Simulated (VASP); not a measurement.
A run of VASP 6.6.1 is set up as follows.

The input INCAR:

```
PREC = Accurate
ENCUT = 520
EDIFF = 1E-7
ISMEAR = 1
SIGMA = 0.05
LREAL = False
LASPH = True
NELM = 150
ALGO = Normal
ISIF = 2
LWAVE = False
LCHARG = False
ISPIN = 2
MAGMOM = 4 0
LORBIT = 11
LMAXMIX = 4
NBANDS = 20
```

KPOINTS

```
regular mesh
0
Gamma
  7 7 7
```

The input POSCAR:

```
MnS
1.0
    3.6833190000      0.0000000000      0.0000000000
    1.8416595000      3.1898478242      0.0000000000
    1.8416595000      1.0632826081      3.0074173700
Mn S
1 1
Direct
    0.0000000000      0.0000000000      0.0000000000
    0.5000000000      0.5000000000      0.5000000000
```

Potentials or basis: VASP PAW LDA potentials, release 64 (Mn_pv, S).

Launch:

```sh
$ cat potpaw_LDA.64/Mn_pv/POTCAR potpaw_LDA.64/S/POTCAR > POTCAR
$ mpirun -np 1 vasp_std > vasp.out
```

(1) What does it give for the site moments?

(2) What does it give for the net moment?

Results:

(1) Mn +4.10; S +0.10 μB.

(2) 4.56 μB per cell.

Caveat: the cell stands under tension; a cell with one magnetic atom can't hold antiferromagnetic order, which such compounds often take.
